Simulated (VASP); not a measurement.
# Ti (I4/mmm) in VASP: further runs, part 2 of 2

VASP 6.6.1. Earlier steps stand in the parts before.

### Step 3. Single point, PBEsol (strain +0.1312 x Voigt [0, 0, 1, 0, 0, 0])

Contents of INCAR:

```
PREC = Accurate
ENCUT = 520
EDIFF = 1E-7
ISMEAR = 0
SIGMA = 0.15
LREAL = False
LASPH = True
NELM = 60
ALGO = Fast
ISIF = 2
LWAVE = False
LCHARG = False
GGA = PS
NBANDS = 12
```

Contents of KPOINTS:

```
regular mesh
0
Gamma
  20 20 20
```

Contents of POSCAR:

```
Ti
1.0
    0.0000000000      2.0300000000      2.2963360000
    2.0300000000      0.0000000000      2.2963360000
    2.0300000000      2.0300000000      0.0000000000
Ti
1
Direct
    0.0000000000      0.0000000000      0.0000000000
```

Potentials or basis: VASP PAW PBE potentials, release 64 (Ti_sv).

The run is started by

```console
$ cat potpaw_PBE.64/Ti_sv/POTCAR > POTCAR
$ mpirun -np 1 vasp_std > vasp.out
```

OUTCAR:

```text
PREC = Accurate
   ENCUT = 520
   EDIFF = 1E-7
   ISMEAR = 0
   LREAL = False
   LASPH = True
   NELM = 60
   ISIF = 2
   GGA = PS

 ion  position               nearest neighbor table
   1  0.000  0.000  0.000-

  LATTYP: Found a body centered tetragonal cell.
 ALAT       =     2.8708535316
 C/A-ratio  =     1.5997583818

  Lattice vectors:

 A1 = (  -2.0300000000,   0.0000000000,   2.2963360000)
 A2 = (   2.0300000000,   0.0000000000,   2.2963360000)
 A3 = (   0.0000000000,   2.0300000000,  -2.2963360000)

Analysis of symmetry for initial positions (statically):
=====================================================================
 Subroutine PRICEL returns:
 Original cell was already a primitive cell.

 Routine SETGRP: Setting up the symmetry group for a
 body centered tetragonal supercell.

 Subroutine GETGRP returns: Found 16 space group operations
 (whereof 16 operations were pure point group operations)
 out of a pool of 16 trial point group operations.

The static configuration has the point symmetry D_4h.

Analysis of symmetry for dynamics (positions and initial velocities):
=====================================================================
 Subroutine PRICEL returns:
 Original cell was already a primitive cell.

 Routine SETGRP: Setting up the symmetry group for a
 body centered tetragonal supercell.

 Subroutine GETGRP returns: Found 16 space group operations
 (whereof 16 operations were pure point group operations)
 out of a pool of 16 trial point group operations.

The dynamic configuration has the point symmetry D_4h.

 Subroutine INISYM returns: Found 16 space group operations
 (whereof 16 operations are pure point group operations),
 and found     1 'primitive' translations

----------------------------------------------------------------------------------------

                                     Primitive cell

  volume of cell :      18.9259
[... 113 lines left out ...]
   LHFCALC =     F    Hartree Fock is set to
   AEXX    =    0.0000 exact exchange contribution
   IVDW    =     0    specifies the selected vdW correction
   LEPSILON=     F    determine dielectric tensor
   LRPA    =     F    only Hartree local field effects (RPA)
 non-spin polarized calculation
 RMM-DIIS sequential band-by-band and
 Gauss-broadening in eV      SIGMA  =   0.15
  energy-cutoff  :      520.00
  volume of cell :       18.93
 maximum number of plane-waves:       523
   NGX = 11   NGY = 11   NGZ = 11

 number of electron      11.9999999 magnetization

 Free energy of the ion-electron system (eV)
  ---------------------------------------------------
  ext. energy  EPLUGINS =         0.00000000
  ---------------------------------------------------
  free energy    TOTEN  =        -8.18356717 eV

  energy without entropy =       -8.15863442  energy(sigma->0) =       -8.17110080

 E-fermi :   7.1742     XC(G=0): -11.2308

 val. band max:        7.1740957585   @ k =  -0.4000   0.2000   0.4000
 cond. band min:       7.1748574898   @ k =   0.3500   0.0500   0.0000
 fundamental gap:      0.0007617313
 Fermi energy:         7.1741730381

 k-point     1 :       0.0000    0.0000    0.0000
  band No.  band energies     occupation
      1     -49.4218      2.00000
      2     -25.4758      2.00000
      3     -25.4470      2.00000
      4     -25.4470      2.00000
      5       1.3427      2.00000
      6       7.4462      0.01032
      7       8.4011      0.00000
      8       8.4011      0.00000
      9       8.8581      0.00000
     10       9.9430      0.00000
     11      22.2358      0.00000
     12      24.4853      0.00000
[... 331 lines left out ...]
 k-point    24 :      -0.3500    0.0500    0.0000
  band No.  band energies     occupation
      1     -49.3438      2.00000
      2     -25.9099      2.00000
      3     -25.5610      2.00000
      4     -25.4637      2.00000
      5       4.4072      2.00000
      6       7.1812      0.94730
      7       7.6215      0.00002
      8       8.5475      0.00000
      9       9.9190      0.00000
     10      10.3462      0.00000
     11      16.2162      0.00000
     12      21.0345      0.00000

 [... further k-points ...]

------------------------ aborting loop because EDIFF is reached ----------------------------------------

  FORCE on cell =-STRESS in cart. coord.  units (eV):
  Direction    XX          YY          ZZ          XY          YZ          ZX
  --------------------------------------------------------------------------------------
  -------------------------------------------------------------------------------------
  Total       -1.2416443     -1.2416443     -1.6939221      0.0000000      0.0000000      0.0000000
  in kB     -105.1115062   -105.1115062   -143.3991280      0.0000000      0.0000000      0.0000000
  external PRESSURE =    -117.8740468 kB  Pullay stress =       0.0000000 kB

 VOLUME and BASIS-vectors are now :
 -----------------------------------------------------------------------------
  energy-cutoff  :      520.00
  volume of cell :       18.93
      direct lattice vectors                 reciprocal lattice vectors
     0.000000000  2.030000000  2.296336000    -0.246305419  0.246305419  0.217738171
     2.030000000  0.000000000  2.296336000     0.246305419 -0.246305419  0.217738171
     2.030000000  2.030000000  0.000000000     0.246305419  0.246305419 -0.217738171

 POSITION                                       TOTAL-FORCE (eV/Angst)
 -----------------------------------------------------------------------------------
      0.00000      0.00000      0.00000         0.000000     -0.000000     -0.000000
 -----------------------------------------------------------------------------------
    total drift:                               -0.000000     -0.000000     -0.000000

  FREE ENERGIE OF THE ION-ELECTRON SYSTEM (eV)
  ---------------------------------------------------
  free  energy   TOTEN  =        -8.1835671682 eV

  energy  without entropy=       -8.1586344239  energy(sigma->0) =       -8.17110080
```

OSZICAR:

```text
N       E                     dE             d eps       ncg     rms          rms(c)
DAV:   1     0.860771788841E+02    0.86077E+02   -0.65402E+03 15424   0.118E+03
DAV:   2    -0.507204774233E+01   -0.91149E+02   -0.88825E+02 15680   0.294E+02
DAV:   3    -0.941172636261E+01   -0.43397E+01   -0.42880E+01 21856   0.652E+01
[... 18 lines left out ...]
RMM:  22    -0.818356801193E+01    0.30235E-05   -0.81072E-06 22107   0.264E-02    0.277E-02
RMM:  23    -0.818356700617E+01    0.10058E-05   -0.79698E-06 22411   0.266E-02    0.868E-03
RMM:  24    -0.818356699871E+01    0.74513E-08   -0.20204E-06 18015   0.117E-02    0.314E-03
RMM:  25    -0.818356709084E+01   -0.92129E-07   -0.11489E-06 14490   0.573E-03    0.194E-03
RMM:  26    -0.818356716816E+01   -0.77319E-07   -0.76662E-07 13659   0.404E-03
   1 F= -.81835672E+01 E0= -.81711008E+01  d E =-.249327E-01
```

It took 4.6 min on 1 thread of AMD EPYC 7R13 (Zen 3), shared host; peak memory 0.22 GiB.

What came out:

* Free energy: -8.1836 eV
* Pressure: -11.8 GPa
* Band gap on the k mesh: zero (bands 6 and 7 overlap by 1.11 eV)

Caveat: the cell differs from its parent crystal (strain +0.1312 x Voigt [0, 0, 1, 0, 0, 0]); the cell stands under tension; the PAW data sets were made with another functional, which shifts forces and pressure a little.

### Step 4. Single point, PBEsol (strain +0.1500 x Voigt [0, 0, 1, 0, 0, 0])

Contents of INCAR:

```
SYSTEM = Ti
  PREC = Accurate
  ENCUT = 520
  EDIFF = 1E-6
  ISMEAR = 0
  SIGMA = 0.15
  LREAL = .False.
  LASPH = .True.
  NELM = 100
  ALGO = Fast
  ISIF = 2
  LWAVE = .False.
  LCHARG = .False.
  GGA = PS
  NBANDS = 12
```

Contents of KPOINTS:

```
Automatic mesh
0
Gamma
  20 20 20
  0 0 0
```

Contents of POSCAR:

```
Ti
1.0
    0.0000000000      2.0300000000      2.3345000000
    2.0300000000      0.0000000000      2.3345000000
    2.0300000000      2.0300000000      0.0000000000
Ti
1
Direct
    0.0000000000      0.0000000000      0.0000000000
```

The run is started by

```console
$ cat potpaw_PBE.64/Ti_sv/POTCAR > POTCAR
$ mpirun -np 1 vasp_std > vasp.out
```

It took 3.4 min on 1 thread of AMD EPYC 7R13 (Zen 3), shared host; peak memory 0.23 GiB.

It converged, with:

* Free energy: -8.1540 eV
* Pressure: -13.0 GPa
* Band gap on the k mesh: zero (bands 6 and 7 overlap by 1.16 eV)

Stress tensor (GPa, compression positive):
```
-11.51   0.00   0.00
  0.00 -11.51   0.00
  0.00   0.00 -15.91
```

Levels at points of the mesh, in eV from the Fermi level:
| k point | band 3 | band 4 | band 5 | band 6 | band 7 | band 8 | band 9 | band 10 |
| --- | --- | --- | --- | --- | --- | --- | --- | --- |
| (0.00, 0.00, 0.00) | -32.65 | -32.65 | -5.78 | 0.20 | 1.27 | 1.27 | 1.57 | 2.78 |
| (0.50, 0.00, 0.00) | -32.78 | -32.67 | -2.30 | 0.27 | 0.54 | 1.27 | 3.02 | 3.34 |
| (0.50, 0.50, 0.00) | -32.76 | -32.76 | -2.32 | -1.29 | 1.09 | 3.27 | 3.38 | 3.38 |
| (0.50, 0.00, 0.50) | -32.96 | -32.80 | -2.17 | -1.37 | 2.99 | 3.04 | 3.32 | 3.84 |

Caveat: the cell differs from its parent crystal (strain +0.1500 x Voigt [0, 0, 1, 0, 0, 0]); the cell stands under tension; the PAW data sets were made with another functional, which shifts forces and pressure a little.

### Step 5. The runs side by side

```tsv
cell	further INCAR settings	gap on the mesh (eV)	pressure (GPa)
a = 3.037, b = 3.037, c = 2.871 Å, angles 61.8, 61.8, 56.4°, 1 atom	ALGO = Fast; EDIFF = 1e-07; NBANDS = 12	none	-10.6
a = 3.065, b = 3.065, c = 2.871 Å, angles 62.1, 62.1, 55.9°, 1 atom	ALGO = Fast; EDIFF = 1e-07; NBANDS = 12	none	-11.8
a = 3.094, b = 3.094, c = 2.871 Å, angles 62.4, 62.4, 55.3°, 1 atom	ALGO = Fast; EDIFF = 1e-06; NBANDS = 12	none	-13.0
```

Alike in all rows: task single point; level PBEsol; potentials or basis VASP PAW PBE potentials, release 64 (Ti_sv); no spin polarisation; k mesh 20 × 20 × 20; cutoff (eV) 520; smearing gaussian 0.15 eV.

Caveats: the cell stands under tension; the PAW data sets were made with another functional, which shifts forces and pressure a little.

Total energies depend on the potentials used, so only differences within one code and one set of settings carry meaning.
